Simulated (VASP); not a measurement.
Write the native input for VASP 6.6.1 that does the following.

- Task: single point
- Functional: r2SCAN
- Potentials or basis: VASP PAW PBE potentials, release 64 (O, Ti_sv, Ba_sv)
- Cutoff: 520 eV
- k mesh: 4 × 4 × 4
- Occupations: fermi-dirac, width 0.1 eV
- Spin: collinear spin, antiferromagnetic start
- Starting moments: [0.0, 0.0, 0.0, 0.0, 0.0, 0.0, -1.36, 1.36, 0.0, 0.0] μB
- Hubbard terms: Ti d U = 5.7 eV, J = 0.57 eV
- Dipole correction: no
- LDAUTYPE: 1
- Hund's J: 0.57
- Further INCAR settings: ALGO = Normal; EDIFF = 1e-07; NBANDS = 55

The system is BaTiO3.

```xyz
10
Lattice="4.0435 4.0435 0.0000 0.0000 4.0435 4.0435 4.0435 0.0000 4.0435" Properties=species:S:1:pos:R:3 pbc="T T T"
O     4.0435    4.0435    6.0652
O     4.0435    4.0435    2.0217
O     2.0217    4.0435    4.0435
O     6.0652    4.0435    4.0435
O     4.0435    2.0217    4.0435
O     4.0435    6.0652    4.0435
Ti    2.0217    2.0217    2.0217
Ti    6.0652    6.0652    6.0652
Ba    0.0000    0.0000    0.0000
Ba    4.0435    4.0435    4.0435
```

These files were run (other wordings do the same):

POSCAR

```
BaTiO3
1.0
    4.0434681200      4.0434681200      0.0000000000
    0.0000000000      4.0434681200      4.0434681200
    4.0434681200      0.0000000000      4.0434681200
O Ti Ba
6 2 2
Direct
    0.2500000000      0.7500000000      0.7500000000
    0.7500000000      0.2500000000      0.2500000000
    0.2500000000      0.7500000000      0.2500000000
    0.7500000000      0.2500000000      0.7500000000
    0.2500000000      0.2500000000      0.7500000000
    0.7500000000      0.7500000000      0.2500000000
    0.2500000000      0.2500000000      0.2500000000
    0.7500000000      0.7500000000      0.7500000000
    0.0000000000      0.0000000000      0.0000000000
    0.5000000000      0.5000000000      0.5000000000
```

INCAR.step1

```
SYSTEM = BaTiO3
PREC = Accurate
ENCUT = 520
ISMEAR = -1
SIGMA = 0.1
LREAL = .FALSE.
LASPH = .TRUE.
NELM = 150
ISPIN = 2
MAGMOM = 0 0 0 0 0 0 -1.36 1.36 0 0
LMAXMIX = 4
LDAU = .TRUE.
LDAUTYPE = 1
LDAUL = -1 2 -1
LDAUU = 0 5.7 0
LDAUJ = 0 0.57 0
NBANDS = 55
GGA = PE
ALGO = Normal
EDIFF = 1E-4
LWAVE = .TRUE.
LCHARG = .FALSE.
```

INCAR.step2

```
SYSTEM = BaTiO3
PREC = Accurate
ENCUT = 520
EDIFF = 1E-7
ISMEAR = -1
SIGMA = 0.1
LREAL = .FALSE.
LASPH = .TRUE.
NELM = 150
ALGO = Normal
ISIF = 2
LWAVE = .FALSE.
LCHARG = .FALSE.
ISPIN = 2
MAGMOM = 0 0 0 0 0 0 -1.36 1.36 0 0
LORBIT = 11
LMAXMIX = 4
LDAU = .TRUE.
LDAUTYPE = 1
LDAUL = -1 2 -1
LDAUU = 0 5.7 0
LDAUJ = 0 0.57 0
LDAUPRINT = 1
METAGGA = R2SCAN
LMIXTAU = .TRUE.
NBANDS = 55
ISTART = 1
```

KPOINTS

```
regular mesh
0
G
  4 4 4
  0 0 0
```

Potentials or basis: VASP PAW PBE potentials, release 64 (O, Ti_sv, Ba_sv).

Launch:

```sh
$ cat potpaw_PBE.64/O/POTCAR potpaw_PBE.64/Ti_sv/POTCAR potpaw_PBE.64/Ba_sv/POTCAR > POTCAR
$ cp INCAR.step1 INCAR
$ mpirun -np 1 vasp_std > vasp.out
$ cp INCAR.step2 INCAR
$ mpirun -np 1 vasp_std > vasp.out
```

It gave:

```json
{"Pressure": "69.5 GPa", "Band gap on the k mesh": "zero (filled and empty bands overlap)", "Net moment": "0.00 μB per cell", "Site moments": "O +0.00; Ti -1.82, +1.82; Ba +0.00 μB", "Valence electrons inside the program's atomic spheres": "O 5.09; Ti 9.95; Ba 9.46"}
```

Caveat: the PAW data sets were made with another functional, which shifts forces and pressure a little; spin-orbit coupling is left out, which moves the levels of the heavy elements.

It took 13 min on 1 thread of AMD EPYC 7R13 Processor (Zen 3) (shared host), peak memory 0.46 GiB.
